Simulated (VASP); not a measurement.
Input of a VASP 6.6.1 run:

Contents of INCAR:

```
ALGO = Normal
EDIFF = 1E-7
EDIFFG = -0.01
ENCUT = 600
GGA = PE
IBRION = 2
ISIF = 3
ISMEAR = 0
LASPH = T
LCHARG = F
LREAL = F
LWAVE = F
NELM = 60
NSW = 65
PREC = Accurate
SIGMA = 0.02
```

Contents of KPOINTS:

```
k-points
0
Gamma
  9 9 3
```

File POSCAR:

```
MgO
1.0
    3.0078485001      0.0000000000      0.0000000000
   -1.5039242501      2.6048732118      0.0000000000
    0.0000000000      0.0000000000      9.8234042024
Mg O
4 4
Direct
    0.0000000000      0.0000000000      0.0000000000
    0.3333333333      0.6666666667      0.2500000000
    0.0000000000      0.0000000000      0.5000000000
    0.6666666667      0.3333333333      0.7500000000
    0.6666666667      0.3333333333      0.1250000000
    0.6666666667      0.3333333333      0.3750000000
    0.3333333333      0.6666666667      0.6250000000
    0.3333333333      0.6666666667      0.8750000000
```

Potentials or basis: VASP PAW PBE potentials, release 64 (Mg, O).

The run is started by

```console
$ cat potpaw_PBE.64/Mg/POTCAR potpaw_PBE.64/O/POTCAR > POTCAR
$ mpirun -np 1 vasp_std > vasp.out
```

Task: What does it give for the band gap on the k mesh?

Result: 3.67 eV (least direct gap 3.73 eV).

Task: What does it give for the relaxed cell?

Result: a = 2.978 Å, b = 2.978 Å, c = 10.124 Å, α = 90.00°, β = 90.00°, γ = 120.00°.

Forces on the atoms (eV/Å):
```
Mg   0.000  0.000  0.000
Mg   0.000  0.000  0.000
Mg   0.000  0.000  0.000
Mg   0.000  0.000  0.000
O    0.000  0.000  0.003
O    0.000  0.000 -0.003
O    0.000  0.000  0.003
O    0.000  0.000 -0.003
```

A k mesh can miss the band edges.
